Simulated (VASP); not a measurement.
# Y3V (Fm-3m) in VASP: a series of runs, part 2 of 2

VASP 6.6.1. The steps go on from the part before.

## 3. Single point, PBE

This run uses another cell than the first one, of 27.70 Å³/atom.

Input file INCAR:

```
PREC = Accurate
ENCUT = 520
EDIFF = 1E-7
ISMEAR = 0
SIGMA = 0.1
LREAL = False
LASPH = True
NELM = 80
ALGO = Fast
ISIF = 2
LWAVE = False
LCHARG = False
GGA = PE
NBANDS = 31
```

Input file KPOINTS:

```
Automatic mesh
0
Gamma
  10 10 10
```

Input file POSCAR:

```
Y3V
1.0
    0.0000000000      3.8122163958      3.8122163958
    3.8122163958      0.0000000000      3.8122163958
    3.8122163958      3.8122163958      0.0000000000
Y V
3 1
Direct
    0.2500000000      0.2500000000      0.2500000000
    0.7500000000      0.7500000000      0.7500000000
    0.5000000000      0.5000000000      0.5000000000
    0.0000000000      0.0000000000      0.0000000000
```

Potentials or basis: VASP PAW PBE potentials, release 64 (Y_sv, V_sv).

Run with:

```bash
cat potpaw_PBE.64/Y_sv/POTCAR potpaw_PBE.64/V_sv/POTCAR > POTCAR
mpirun -np 1 vasp_std > vasp.out
```

OUTCAR:

```text
PREC = Accurate
   ENCUT = 520
   EDIFF = 1E-7
   ISMEAR = 0
   LREAL = False
   LASPH = True
   NELM = 80
   ISIF = 2
   GGA = PE

 ion  position               nearest neighbor table
   1  0.250  0.250  0.250-   4 3.30   4 3.30   4 3.30   3 3.30   4 3.30   3 3.30   3 3.30   3 3.30
                             2 3.81   2 3.81   2 3.81   2 3.81   2 3.81   2 3.81
   2  0.750  0.750  0.750-   3 3.30   3 3.30   3 3.30   3 3.30   4 3.30   4 3.30   4 3.30   4 3.30
                             1 3.81   1 3.81   1 3.81   1 3.81   1 3.81   1 3.81
   3  0.500  0.500  0.500-   1 3.30   1 3.30   1 3.30   1 3.30   2 3.30   2 3.30   2 3.30   2 3.30

   4  0.000  0.000  0.000-   2 3.30   2 3.30   2 3.30   1 3.30   2 3.30   1 3.30   1 3.30   1 3.30

  LATTYP: Found a face centered cubic cell.
 ALAT       =     7.6244327916

  Lattice vectors:

 A1 = (   0.0000000000,   3.8122163958,   3.8122163958)
 A2 = (   3.8122163958,   0.0000000000,   3.8122163958)
 A3 = (   3.8122163958,   3.8122163958,   0.0000000000)

Analysis of symmetry for initial positions (statically):
=====================================================================
 Subroutine PRICEL returns:
 Original cell was already a primitive cell.

 Routine SETGRP: Setting up the symmetry group for a
 face centered cubic supercell.

 Subroutine GETGRP returns: Found 48 space group operations
 (whereof 48 operations were pure point group operations)
 out of a pool of 48 trial point group operations.

The static configuration has the point symmetry O_h .

Analysis of symmetry for dynamics (positions and initial velocities):
=====================================================================
 Subroutine PRICEL returns:
 Original cell was already a primitive cell.

 Routine SETGRP: Setting up the symmetry group for a
 face centered cubic supercell.
[... 125 lines left out ...]
   EFERMI_NEDOS =   21; number of points for ismear=-14 and -15
   IALGO  =     68    algorithm
   IMIX   =      4    mixing-type and parameters
     AMIX     =   0.40;   BMIX     =  1.00
     AMIX_MAG =   1.60;   BMIX_MAG =  1.00
  volume/ion in A,a.u.               =      27.70       186.94
  Fermi-wavevector in a.u.,A,eV,Ry     =   1.221256  2.307838 20.292616  1.491465
  Thomas-Fermi vector in A             =   2.356444
   LORBIT       =      0    0 simple, 1 ext, 2 COOP (PROOUT), +10 PAW based schemes
   GGA     = PE    functional components
   LHFCALC =     F    Hartree Fock is set to
   AEXX    =    0.0000 exact exchange contribution
   IVDW    =     0    specifies the selected vdW correction
   LEPSILON=     F    determine dielectric tensor
   LRPA    =     F    only Hartree local field effects (RPA)
 non-spin polarized calculation
 RMM-DIIS sequential band-by-band and
 Gauss-broadening in eV      SIGMA  =   0.10
  energy-cutoff  :      520.00
  volume of cell :      110.81
 maximum number of plane-waves:      3002
   NGX = 21   NGY = 21   NGZ = 21

 number of electron      46.0000004 magnetization

 Free energy of the ion-electron system (eV)
  ---------------------------------------------------
  ext. energy  EPLUGINS =         0.00000000
  ---------------------------------------------------
  free energy    TOTEN  =       -26.21199700 eV

  energy without entropy =      -26.13688331  energy(sigma->0) =      -26.17444015

 E-fermi :   3.8034     XC(G=0):  -9.9522

 val. band max:        3.8020667636   @ k =  -0.4000   0.1000   0.0000
 cond. band min:       3.8049406309   @ k =  -0.4000   0.3000   0.1000
 fundamental gap:      0.0028738673
 Fermi energy:         3.8033815337

 k-point     1 :       0.0000    0.0000    0.0000
  band No.  band energies     occupation
      1     -60.2838      2.00000
      2     -38.8195      2.00000
      3     -38.5058      2.00000
      4     -38.4986      2.00000
      5     -34.1130      2.00000
      6     -34.1130      2.00000
[... 805 lines left out ...]
     30       6.1462      0.00000
     31       6.3171      0.00000

 [... further k-points ...]

------------------------ aborting loop because EDIFF is reached ----------------------------------------

  FORCE on cell =-STRESS in cart. coord.  units (eV):
  Direction    XX          YY          ZZ          XY          YZ          ZX
  --------------------------------------------------------------------------------------
  -------------------------------------------------------------------------------------
  Total       -1.6312840     -1.6312840     -1.6312840      0.0000000      0.0000000     -0.0000000
  in kB      -23.5872621    -23.5872621    -23.5872621      0.0000000      0.0000000     -0.0000000
  external PRESSURE =     -23.5872621 kB  Pullay stress =       0.0000000 kB

 VOLUME and BASIS-vectors are now :
 -----------------------------------------------------------------------------
  energy-cutoff  :      520.00
  volume of cell :      110.81
      direct lattice vectors                 reciprocal lattice vectors
     0.000000000  3.812216396  3.812216396    -0.131157298  0.131157298  0.131157298
     3.812216396  0.000000000  3.812216396     0.131157298 -0.131157298  0.131157298
     3.812216396  3.812216396  0.000000000     0.131157298  0.131157298 -0.131157298

 POSITION                                       TOTAL-FORCE (eV/Angst)
 -----------------------------------------------------------------------------------
      1.90611      1.90611      1.90611         0.000000      0.000000     -0.000000
      5.71832      5.71832      5.71832        -0.000000     -0.000000     -0.000000
      3.81222      3.81222      3.81222         0.000000      0.000000      0.000000
      0.00000      0.00000      0.00000         0.000000      0.000000      0.000000
 -----------------------------------------------------------------------------------
    total drift:                               -0.000000      0.000000      0.000000

  FREE ENERGIE OF THE ION-ELECTRON SYSTEM (eV)
  ---------------------------------------------------
  free  energy   TOTEN  =       -26.2119970022 eV

  energy  without entropy=      -26.1368833068  energy(sigma->0) =      -26.17444015
```

OSZICAR:

```text
N       E                     dE             d eps       ncg     rms          rms(c)
DAV:   1     0.333440030512E+03    0.33344E+03   -0.22850E+04  2914   0.147E+03
DAV:   2    -0.250631691063E+01   -0.33595E+03   -0.32735E+03  3131   0.408E+02
DAV:   3    -0.276908703675E+02   -0.25185E+02   -0.23971E+02  5006   0.758E+01
DAV:   4    -0.292237869615E+02   -0.15329E+01   -0.15214E+01  4221   0.161E+01
[... 23 lines left out ...]
RMM:  28    -0.262119966272E+02   -0.13054E-05   -0.18765E-05  4469   0.115E-02    0.169E-02
RMM:  29    -0.262119969743E+02   -0.34711E-06   -0.80066E-06  4410   0.735E-03    0.535E-03
RMM:  30    -0.262119969028E+02    0.71524E-07   -0.30285E-06  3756   0.495E-03    0.218E-03
RMM:  31    -0.262119969191E+02   -0.16239E-07   -0.10934E-06  3109   0.300E-03    0.198E-03
RMM:  32    -0.262119970022E+02   -0.83166E-07   -0.47317E-07  2466   0.182E-03
   1 F= -.26211997E+02 E0= -.26174440E+02  d E =-.751137E-01
```

stdout:

```text
[... 25 lines left out ...]
 num prob  num prob  num prob  num prob  num prob  num prob  num prob  num prob  num prob  num prob  num prob  num prob RMM:  32    -0.262119970022E+02   -0.83166E-07   -0.47317E-07  2466   0.182E-03
```

Wall time 11 min (1 thread of Intel Xeon Platinum 8375C at 2.90GHz (Ice Lake), shared host); peak memory 0.36 GiB.

Results:

- Free energy: -26.2120 eV
- Pressure: -2.4 GPa
- Band gap on the k mesh: zero (bands 23 and 24 overlap by 0.32 eV)

Levels at points of the mesh, in eV from the Fermi level:
| k point | band 20 | band 21 | band 22 | band 23 | band 24 | band 25 | band 26 | band 27 |
| --- | --- | --- | --- | --- | --- | --- | --- | --- |
| (0.00, 0.00, 0.00) | -0.27 | -0.27 | -0.27 | -0.20 | -0.20 | -0.20 | 1.28 | 1.28 |
| (0.50, 0.00, 0.00) | -0.60 | -0.40 | -0.40 | -0.25 | -0.01 | -0.01 | 0.16 | 0.44 |
| (0.50, 0.50, 0.00) | -1.78 | -0.10 | -0.10 | -0.05 | 0.63 | 0.99 | 0.99 | 1.15 |

## 4. Single point, PBE, collinear spin, ferromagnetic start

This run uses another cell than the first one, of 28.21 Å³/atom.

Input file INCAR:

```
SYSTEM = Y3V
PREC = Accurate
ENCUT = 520
EDIFF = 1E-6
ISMEAR = 0
SIGMA = 0.1
LREAL = .False.
LASPH = .True.
NELM = 150
ALGO = Normal
ISIF = 2
LWAVE = .False.
LCHARG = .True.
ISPIN = 2
MAGMOM = 0 0 0 2
LORBIT = 11
LMAXMIX = 4
GGA = PE
LELF = .True.
LVHAR = .True.
NBANDS = 35
```

Input file KPOINTS:

```
Automatic mesh
0
Gamma
  4 4 4
  0 0 0
```

Input file POSCAR:

```
Y3V
1.0
    0.0000000000      3.8355198854      3.8355198854
    3.8355198854      0.0000000000      3.8355198854
    3.8355198854      3.8355198854      0.0000000000
Y V
3 1
Direct
    0.2500000000      0.2500000000      0.2500000000
    0.7500000000      0.7500000000      0.7500000000
    0.5000000000      0.5000000000      0.5000000000
    0.0000000000      0.0000000000      0.0000000000
```

Run with:

```bash
cat potpaw_PBE.64/Y_sv/POTCAR potpaw_PBE.64/V_sv/POTCAR > POTCAR
mpirun -np 1 vasp_std > vasp.out
```

Run time: 4.4 min. Hardware: 1 thread of Intel Xeon Platinum 8375C at 2.90GHz (Ice Lake), shared host; peak memory 0.32 GiB.

The run converged. Its results:

```yaml
Free_energy: -27.0151 eV
Pressure: -0.8 GPa
Net_moment: -3.83 μB per cell
Site_moments: Y -0.16, +0.07 (each value once); V -2.61 μB
Valence_electrons_inside_the_program's_atomic_spheres: Y 9.49, 9.54 (each value once); V 11.25
```

Levels at points of the mesh, in eV from the Fermi level:
Spin up:
```tsv
k point	band 19	band 20	band 21	band 22	band 23	band 24
(0.00, 0.00, 0.00)	-1.35	-0.15	-0.15	-0.15	0.26	0.26
(0.50, 0.00, 0.00)	-0.54	-0.54	-0.02	0.08	0.08	0.28
(0.50, 0.50, 0.00)	-1.72	-1.71	0.32	0.32	0.48	0.65
```
Spin down:
```tsv
k point	band 23	band 24	band 25	band 26	band 27	band 28
(0.00, 0.00, 0.00)	-0.62	-0.62	-0.62	1.00	1.00	1.00
(0.50, 0.00, 0.00)	-0.89	-0.73	-0.73	0.01	0.30	0.30
(0.50, 0.50, 0.00)	-0.60	0.49	0.54	0.54	0.72	0.86
```

## 5. The runs side by side

```tsv
spin	cell	k mesh	gap on the mesh (eV)	pressure (GPa)
off	a = 5.303 Å, angles 60.0°, 4 atoms	10 × 10 × 10	none	-0.1
off	a = 5.391 Å, angles 60.0°, 4 atoms	10 × 10 × 10	none	-2.4
collinear, ferromagnetic start	a = 5.424 Å, angles 60.0°, 4 atoms	4 × 4 × 4	none	-0.8
```

Alike in all rows: task single point; level PBE; potentials or basis VASP PAW PBE potentials, release 64 (Y_sv, V_sv); cutoff (eV) 520; smearing gaussian 0.1 eV.

Absolute energies hang on the potentials; compare differences alone.

The gap in the log of VASP goes by the Fermi energy; the results here count the filled bands.